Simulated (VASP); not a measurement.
# RbCaH3 (Cmmm) in VASP: further runs

RbCaH3 is run at these levels: LDA; tasks: single point.

Program: VASP 6.6.1. These are calculated values, not measurements. Logs are shortened: lines on timing, memory, paths and dates and some standing lists are left out, and cuts for length are marked.

## (1) The cell of the first run

The structure is orthorhombic, space group Cmmm (No. 65). The conventional cell has a = 6.382 Å, b = 6.479 Å, c = 4.547 Å, α = 90.00°, β = 90.00°, γ = 90.00°. Within 4.2 Å of Rb (site symmetry mmm) lie 12 H at 3.19 to 3.24 Å and 8 Ca at 3.92 to 3.96 Å. Ca (site symmetry mmm) has 6 H at 2.27 Å within 3.0 Å. Within 3.0 Å of H (site symmetry mmm) lie 2 Ca at 2.27 Å. H (site symmetry 2/m) has 2 Ca at 2.27 Å within 3.0 Å.

## (2) Single point, LDA (strain +0.0150 x Voigt [0, 0, 0, 1, 0, 0])

The input, INCAR:

```
SYSTEM = RbCaH3
PREC = Accurate ; ENCUT = 520
EDIFF = 1E-7 ; ISMEAR = 0
SIGMA = 0.05 ; LREAL = .FALSE.
LASPH = .TRUE. ; NELM = 60
ALGO = Normal ; ISIF = 2
LWAVE = .FALSE. ; LCHARG = .FALSE.
GGA = CA ; NBANDS = 19
```

The input, KPOINTS:

```
Automatic mesh
0
G
  6 6 6
  0 0 0
```

The input, POSCAR:

```
RbCaH3
1.0
    4.5470000000      0.0000000000      0.0000000000
    0.0000000000      4.5470000000      0.0341025000
    0.0000000000      0.0341025000      4.5470000000
Rb Ca H
1 1 3
Direct
    0.0000000000      0.0000000000      0.0000000000
    0.5000000000      0.5000000000      0.5000000000
    0.0000000000      0.5000000000      0.5000000000
    0.5000000000      0.0000000000      0.5000000000
    0.5000000000      0.5000000000      0.0000000000
```

Potentials or basis: VASP PAW LDA potentials, release 64 (Rb_sv, Ca_sv, H).

Command:

```bash
$ cat potpaw_LDA.64/Rb_sv/POTCAR potpaw_LDA.64/Ca_sv/POTCAR potpaw_LDA.64/H/POTCAR > POTCAR
$ mpirun -np 1 vasp_std > vasp.out
```

OUTCAR:

```text
SYSTEM = RbCaH3
   PREC = Accurate
   ENCUT = 520
   EDIFF = 1E-7
   ISMEAR = 0
   LREAL = .FALSE.
   LASPH = .TRUE.
   NELM = 60
   ISIF = 2
   GGA = CA

 ion  position               nearest neighbor table
   1  0.000  0.000  0.000-   3 3.19   3 3.19   4 3.22   4 3.22   5 3.22   5 3.22   4 3.22   5 3.22
                             4 3.22   5 3.22   3 3.24   3 3.24   2 3.92   2 3.92   2 3.92   2 3.92
   2  0.500  0.500  0.500-   1 3.92   1 3.92   1 3.92   1 3.92   1 3.96   1 3.96   1 3.96   1 3.96

   3  0.000  0.500  0.500-   1 3.19   1 3.19   1 3.24   1 3.24
   4  0.500  0.000  0.500-   1 3.22   1 3.22   1 3.22   1 3.22
   5  0.500  0.500  0.000-   1 3.22   1 3.22   1 3.22   1 3.22

  LATTYP: Found a base centered orthorhombic cell.
 ALAT       =     6.3822008501
 B/A-ratio  =     1.0151133501
 C/A-ratio  =     0.7124501574

  Lattice vectors:

 A1 = (   0.0000000000,  -0.0341025000,  -4.5470000000)
 A2 = (   0.0000000000,   4.5470000000,   0.0341025000)
 A3 = (   4.5470000000,   0.0000000000,   0.0000000000)

Analysis of symmetry for initial positions (statically):
=====================================================================
 Subroutine PRICEL returns:
 Original cell was already a primitive cell.

 Routine SETGRP: Setting up the symmetry group for a
 base centered orthorhombic supercell.

 Subroutine GETGRP returns: Found  8 space group operations
 (whereof  8 operations were pure point group operations)
 out of a pool of  8 trial point group operations.

The static configuration has the point symmetry D_2h.

Analysis of symmetry for dynamics (positions and initial velocities):
=====================================================================
 Subroutine PRICEL returns:
 Original cell was already a primitive cell.

 Routine SETGRP: Setting up the symmetry group for a
 base centered orthorhombic supercell.

 Subroutine GETGRP returns: Found  8 space group operations
 (whereof  8 operations were pure point group operations)
 out of a pool of  8 trial point group operations.

The dynamic configuration has the point symmetry D_2h.

 Subroutine INISYM returns: Found  8 space group operations
 (whereof  8 operations are pure point group operations),
 and found     1 'primitive' translations

----------------------------------------------------------------------------------------

                                     Primitive cell

  volume of cell :      94.0049

  direct lattice vectors                    reciprocal lattice vectors
     4.547000000  0.000000000  0.000000000     0.219925225  0.000000000  0.000000000
     0.000000000  4.547000000  0.034102500     0.000000000  0.219937597 -0.001649532
     0.000000000  0.034102500  4.547000000     0.000000000 -0.001649532  0.219937597

  length of vectors
     4.547000000  4.547127883  4.547127883     0.219925225  0.219943783  0.219943783

  position of ions in fractional coordinates (direct lattice)
     0.000000000  0.000000000  0.000000000
     0.500000000  0.500000000  0.500000000
     0.000000000  0.500000000  0.500000000
     0.500000000  0.000000000  0.500000000
     0.500000000  0.500000000  0.000000000

  ion indices of the primitive-cell ions
   primitive index   ion index
                 1           1
                 2           2
                 3           3
                 4           4
                 5           5

----------------------------------------------------------------------------------------

 KPOINTS: Automatic mesh

Automatic generation of k-mesh.
 Grid dimensions read from file:
 generate k-points for:    6    6    6

 Generating k-lattice:

  Cartesian coordinates                     Fractional coordinates (reciprocal lattice)
     0.036654204  0.000000000  0.000000000     0.166666667  0.000000000  0.000000000
     0.000000000  0.036656266 -0.000274922     0.000000000  0.166666667  0.000000000
     0.000000000 -0.000274922  0.036656266     0.000000000  0.000000000  0.166666667

  Length of vectors
     0.036654204  0.036657297  0.036657297

  Shift w.r.t. Gamma in fractional coordinates (k-lattice)
     0.000000000  0.000000000  0.000000000

 Subroutine IBZKPT returns following result:
 ===========================================

 Found     52 irreducible k-points:

 Following reciprocal coordinates:
            Coordinates               Weight
  0.000000  0.000000  0.000000      1.000000
  0.166667  0.000000  0.000000      2.000000
  0.333333  0.000000  0.000000      2.000000
  0.500000  0.000000  0.000000      1.000000
  0.000000  0.166667 -0.000000      4.000000
  0.166667  0.166667 -0.000000      8.000000
[... 16 lines left out ...]
  0.333333  0.333333  0.166667      8.000000
  0.500000  0.333333  0.166667      4.000000
 [... further k-points ...]
   k-points           NKPTS =     52   k-points in BZ     NKDIM =     52   number of bands    NBANDS=     19
   number of dos      NEDOS =    301   number of ions     NIONS =      5
   total plane-waves  NPLWV =  46656
   dimension x,y,z NGX =    36 NGY =   36 NGZ =   36
   dimension x,y,z NGXF=    72 NGYF=   72 NGZF=   72
   ions per type =               1   1   3
   NGX,Y,Z   is equivalent  to a cutoff of  13.16, 13.16, 13.16 a.u.
   NGXF,Y,Z  is equivalent  to a cutoff of  26.32, 26.32, 26.32 a.u.
 SYSTEM =  RbCaH3
   PREC   = accura    normal or accurate (medium, high low for compatibility)
   ISTART =      0    job   : 0-new  1-cont  2-samecut
   ICHARG =      2    charge: 1-file 2-atom 10-const
   ISPIN  =      1    spin polarized calculation?
   LNONCOLLINEAR =      F non collinear calculations
   LSORBIT =      F    spin-orbit coupling
   LASPH  =      T    aspherical Exc in radial PAW
   ENCUT  =  520.0 eV  38.22 Ry    6.18 a.u.   8.45  8.45  8.45*2*pi/ulx,y,z
   NELM   =     60;   NELMIN=  2; NELMDL= -5     # of ELM steps
   EDIFF  = 0.1E-06   stopping-criterion for ELM
   LREAL  =      F    real-space projection
   EDIFFG = 0.1E-05   stopping-criterion for IOM
   NSW    =      0    number of steps for IOM
   IBRION =     -1    ionic relax: 0-MD 1-quasi-New 2-CG
   NFREE  =      0    steps in history (QN), initial steepest desc. (CG)
   ISIF   =      2    stress and relaxation
   ISYM   =      2    0-nonsym 1-usesym 2-fastsym
   POTIM  = 0.5000    time-step for ionic-motion
   TEBEG  =    0.0;   TEEND  =   0.0 temperature during run
   PSTRESS=    0.0 pullay stress
   NELECT =      22.0000    total number of electrons
   NUPDOWN=      -1.0000    fix difference up-down
   EMIN   =  10.00;   EMAX   =-10.00  energy-range for DOS
   EFERMI =   0.00;   METHOD = LEGACY
   ISMEAR =     0;   SIGMA  =   0.05  broadening in eV -4-tet -1-fermi 0-gaus
   EFERMI_NEDOS =   21; number of points for ismear=-14 and -15
   IALGO  =     38    algorithm
   IMIX   =      4    mixing-type and parameters
     AMIX     =   0.40;   BMIX     =  1.00
     AMIX_MAG =   1.60;   BMIX_MAG =  1.00
  volume/ion in A,a.u.               =      18.80       126.88
  Fermi-wavevector in a.u.,A,eV,Ry     =   1.008863  1.906475 13.848075  1.017805
  Thomas-Fermi vector in A             =   2.141756
   LORBIT       =      0    0 simple, 1 ext, 2 COOP (PROOUT), +10 PAW based schemes
   GGA     = CA    functional components
   LHFCALC =     F    Hartree Fock is set to
   AEXX    =    0.0000 exact exchange contribution
   IVDW    =     0    specifies the selected vdW correction
   LEPSILON=     F    determine dielectric tensor
   LRPA    =     F    only Hartree local field effects (RPA)
 non-spin polarized calculation
 Gauss-broadening in eV      SIGMA  =   0.05
  energy-cutoff  :      520.00
  volume of cell :       94.00
 maximum number of plane-waves:      2552
 NGX is ok and might be reduce to    36
   NGX = 17   NGY = 17   NGZ = 17

 number of electron      22.0000000 magnetization

 Free energy of the ion-electron system (eV)
  ---------------------------------------------------
  ext. energy  EPLUGINS =         0.00000000
  ---------------------------------------------------
  free energy    TOTEN  =       -15.81018082 eV

  energy without entropy =      -15.81018082  energy(sigma->0) =      -15.81018082

 E-fermi :  -1.0979     XC(G=0):  -8.2007

 val. band max:       -1.4005940630   @ k =   0.0000   0.5000   0.5000
 cond. band min:       1.4864995777   @ k =   0.0000   0.5000   0.5000
 fundamental gap:      2.8870936406
 Fermi energy:        -1.0978736148

 k-point     1 :       0.0000    0.0000    0.0000
  band No.  band energies     occupation
      1     -39.5588      2.00000
      2     -26.6199      2.00000
      3     -20.8800      2.00000
      4     -20.8749      2.00000
      5     -20.8698      2.00000
      6     -10.7486      2.00000
[... 11 lines left out ...]
     18       5.8414      0.00000
     19       5.8447      0.00000

 k-point     2 :       0.1667    0.0000    0.0000
  band No.  band energies     occupation
      1     -39.5586      2.00000
      2     -26.6184      2.00000
      3     -20.8826      2.00000
      4     -20.8795      2.00000
      5     -20.8694      2.00000
      6     -10.7986      2.00000
[... 11 lines left out ...]
     18       5.4978      0.00000
     19       6.2971      0.00000

 k-point     3 :       0.3333    0.0000    0.0000
  band No.  band energies     occupation
      1     -39.5581      2.00000
      2     -26.6155      2.00000
      3     -20.8979      2.00000
      4     -20.8787      2.00000
      5     -20.8685      2.00000
      6     -10.9010      2.00000
[... 11 lines left out ...]
     18       5.0415      0.00000
     19       6.0236      0.00000

 k-point     4 :       0.5000    0.0000    0.0000
  band No.  band energies     occupation
      1     -39.5578      2.00000
      2     -26.6140      2.00000
      3     -20.9055      2.00000
      4     -20.8782      2.00000
      5     -20.8681      2.00000
      6     -10.9503      2.00000
[... 11 lines left out ...]
     18       4.8493      0.00000
     19       4.9711      0.00000

 k-point     5 :       0.0000    0.1667   -0.0000
  band No.  band energies     occupation
      1     -39.5586      2.00000
      2     -26.6184      2.00000
      3     -20.8849      2.00000
      4     -20.8745      2.00000
      5     -20.8721      2.00000
      6     -10.7986      2.00000
[... 11 lines left out ...]
     18       5.5016      0.00000
     19       6.2942      0.00000

 k-point     6 :       0.1667    0.1667   -0.0000
  band No.  band energies     occupation
      1     -39.5583      2.00000
      2     -26.6169      2.00000
      3     -20.8846      2.00000
      4     -20.8822      2.00000
      5     -20.8717      2.00000
      6     -10.8008      2.00000
[... 11 lines left out ...]
     18       5.5833      0.00000
     19       6.4076      0.00000

 k-point     7 :       0.3333    0.1667   -0.0000
  band No.  band energies     occupation
      1     -39.5578      2.00000
      2     -26.6139      2.00000
      3     -20.8977      2.00000
      4     -20.8839      2.00000
      5     -20.8709      2.00000
      6     -10.8907      2.00000
[... 11 lines left out ...]
     18       5.6883      0.00000
     19       6.3280      0.00000

 k-point     8 :       0.5000    0.1667   -0.0000
  band No.  band energies     occupation
      1     -39.5576      2.00000
      2     -26.6123      2.00000
      3     -20.9054      2.00000
      4     -20.8836      2.00000
      5     -20.8705      2.00000
      6     -10.9373      2.00000
[... 256 lines left out ...]
 k-point    20 :       0.5000    0.1667    0.1667
  band No.  band energies     occupation
      1     -39.5573      2.00000
      2     -26.6108      2.00000
      3     -20.9052      2.00000
      4     -20.8856      2.00000
      5     -20.8760      2.00000
      6     -10.9262      2.00000
[... 11 lines left out ...]
     18       5.9432      0.00000
     19       6.0363      0.00000

 k-point    21 :       0.0000    0.3333    0.1667
  band No.  band energies     occupation
      1     -39.5578      2.00000
      2     -26.6139      2.00000
      3     -20.8992      2.00000
      4     -20.8801      2.00000
      5     -20.8733      2.00000
      6     -10.8896      2.00000
[... 11 lines left out ...]
     18       5.7091      0.00000
     19       6.3425      0.00000

 k-point    22 :       0.1667    0.3333    0.1667
  band No.  band energies     occupation
      1     -39.5576      2.00000
      2     -26.6123      2.00000
      3     -20.8989      2.00000
      4     -20.8812      2.00000
      5     -20.8798      2.00000
      6     -10.8804      2.00000
[... 11 lines left out ...]
     18       5.7273      0.00000
     19       6.5313      0.00000

 k-point    23 :       0.3333    0.3333    0.1667
  band No.  band energies     occupation
      1     -39.5571      2.00000
      2     -26.6092      2.00000
      3     -20.8983      2.00000
      4     -20.8970      2.00000
      5     -20.8791      2.00000
      6     -10.8676      2.00000
[... 11 lines left out ...]
     18       6.2781      0.00000
     19       6.8155      0.00000

 k-point    24 :       0.5000    0.3333    0.1667
  band No.  band energies     occupation
      1     -39.5568      2.00000
      2     -26.6076      2.00000
      3     -20.9049      2.00000
      4     -20.8980      2.00000
      5     -20.8787      2.00000
      6     -10.9033      2.00000
[... 11 lines left out ...]
     18       6.4275      0.00000
     19       6.7003      0.00000

 [... further k-points ...]

------------------------ aborting loop because EDIFF is reached ----------------------------------------

  FORCE on cell =-STRESS in cart. coord.  units (eV):
  Direction    XX          YY          ZZ          XY          YZ          ZX
  --------------------------------------------------------------------------------------
  -------------------------------------------------------------------------------------
  Total       -1.3943447     -1.3943837     -1.3943837      0.0000000     -0.1492211      0.0000000
  in kB      -23.7645890    -23.7652529    -23.7652529      0.0000000     -2.5432577      0.0000000
  external PRESSURE =     -23.7650316 kB  Pullay stress =       0.0000000 kB

 VOLUME and BASIS-vectors are now :
 -----------------------------------------------------------------------------
  energy-cutoff  :      520.00
  volume of cell :       94.00
      direct lattice vectors                 reciprocal lattice vectors
     4.547000000  0.000000000  0.000000000     0.219925225  0.000000000  0.000000000
     0.000000000  4.547000000  0.034102500     0.000000000  0.219937597 -0.001649532
     0.000000000  0.034102500  4.547000000     0.000000000 -0.001649532  0.219937597

 POSITION                                       TOTAL-FORCE (eV/Angst)
 -----------------------------------------------------------------------------------
      0.00000      0.00000      0.00000         0.000000     -0.000000      0.000000
      2.27350      2.29055      2.29055         0.000000      0.000000      0.000000
      0.00000      2.29055      2.29055         0.000000     -0.000000      0.000000
      2.27350      0.01705      2.27350         0.000000     -0.000000      0.000000
      2.27350      2.27350      0.01705         0.000000     -0.000000      0.000000
 -----------------------------------------------------------------------------------
    total drift:                                0.000000      0.000000      0.000000

  FREE ENERGIE OF THE ION-ELECTRON SYSTEM (eV)
  ---------------------------------------------------
  free  energy   TOTEN  =       -15.8101808208 eV

  energy  without entropy=      -15.8101808208  energy(sigma->0) =      -15.81018082
```

Wall time 43 s (1 thread of AMD EPYC 9R45 (Zen 5), shared host); peak memory 0.21 GiB.

Results:

* Free energy: -15.8102 eV
* Pressure: -2.4 GPa
* Band gap on the k mesh: 2.89 eV

Caveat: the cell differs from its parent crystal (strain +0.0150 x Voigt [0, 0, 0, 1, 0, 0]). A k mesh can miss the band edges.

(Continued in part 2 of 2.)
